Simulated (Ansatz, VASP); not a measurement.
# B: VASP beside Ansatz

```
B
1.0
     1.75041    0.00000    0.00000
    -0.87521    1.51590    0.00000
     0.00000    0.00000    3.43885
B
1
Direct
  0.00000 0.00000 0.00000
```

Alike in both runs: task single point; functional LDA; k mesh 36 × 36 × 14; occupations gaussian, width 0.15 eV; no spin polarisation.

|  | VASP | Ansatz |
| --- | --- | --- |
| version | VASP 6.6.1 | Ansatz 0.2.0 |
| potentials or method | VASP PAW LDA potentials, release 64 (B), cutoff 520 eV | scalar-relativistic, plane waves, PAW |
| valence electrons in the cell | 3 | 3 |

|  | VASP | Ansatz | Ansatz less VASP |
| --- | --- | --- | --- |
| gap on the k mesh at the Fermi level (eV) | none | none | - |
| pressure (GPa) | -16.9 | -16.9 | -0.05 |
| traceless stress, the component that is largest in VASP (GPa) | 16.72 | 16.86 | +0.145 |

LDA's correlation is that of Perdew and Zunger in VASP and of Perdew and Wang (1992) in Ansatz. A gap of «none» marks a metal or a gap that the smearing closes.
